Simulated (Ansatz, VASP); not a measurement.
Two plane-wave programs on Cr2PbO3

```
Cr Pb O
1.0
     3.21786    0.00000    0.00000
     0.00000    3.21786    0.00000
     0.00000    0.00000    8.22712
Cr Pb O
2 1 3
Direct
  0.00000 0.50000 0.63498
  0.50000 0.00000 0.36502
  0.00000 0.00000 0.00000
  0.50000 0.50000 0.00000
  0.00000 0.50000 0.37972
  0.50000 0.00000 0.62028
```

Change from the starting cell: species swapped into the Zr2CuSb3 type (P-4m2, No. 115).

Alike in both runs: functional PBE; k mesh 4 × 4 × 2; occupations gaussian, width 0.15 eV; collinear spin.

Ansatz relaxed the structure, and its values are those at the end. VASP's run is a single point on that final structure, the one shown.

```csv
,VASP,Ansatz
version,VASP 6.6.1,Ansatz 0.2.0
potentials or method,"VASP PAW PBE potentials, release 64 (Cr_pv, Pb_d, O), cutoff 520 eV","scalar-relativistic, plane waves, PAW"
valence electrons in the cell,56,60
```

VASP gave:

```
gap on the k mesh at the Fermi level (eV)                     : none
pressure (GPa)                                                : 0.5
rms of the force components (eV/Å)                            : 0.022
net moment per atom (μB)                                      : 1.33
size of the moment on the site where the two differ most (μB) : 3.59
```

Q: Which values does Ansatz return?

A: gap on the k mesh at the Fermi level (eV): none; pressure (GPa): 0.3; rms of the force components (eV/Å): 0.006; net moment per atom (μB): 1.33; size of the moment on the site where the two differ most (μB): 3.09.

Site moments also hang on the region over which each program counts them. A gap of «none» marks a metal or a gap that the smearing closes. VASP's potentials hold 56 valence electrons a cell and Ansatz's 60, so a difference there can come from the potentials and not from the codes.

The k mesh is coarse, so the values compare programs but aren't converged. Spin-orbit coupling is off throughout.
